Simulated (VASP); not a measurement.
Crystal: P.

```
P
1.0
     2.42469    0.00000    0.00000
     0.00000    2.43854    0.00000
    -0.02031    0.00000    4.85243
P
2
Direct
  0.00000 0.00000 0.74943
  0.00000 0.00000 0.25057
```

Base run:

* Program: VASP 6.6.1
* Functional: RPBE
* Potentials or basis: VASP PAW PBE potentials, release 64 (P)
* Cutoff: 520 eV
* k mesh: 11 × 11 × 6
* Occupations: gaussian, width 0.02 eV
* Spin: no spin polarisation

Its results: band gap on the k mesh zero (band 5 reaches 15.99 eV, above the bottom of band 6 at 6.30 eV); pressure 3.1 GPa; largest force 0.027 eV/Å.

Question: The run is repeated on the same cell with these changes: functional from RPBE to PBE; occupations from gaussian, width 0.02 eV to gaussian, width 0.1 eV. What comes out?

Answer: Band gap on the k mesh zero (band 5 reaches 15.89 eV, above the bottom of band 6 at 6.23 eV); pressure 1.9 GPa; largest force 0.004 eV/Å.

Caveats: the PAW data sets were made with another functional, which shifts forces and pressure a little (some runs).
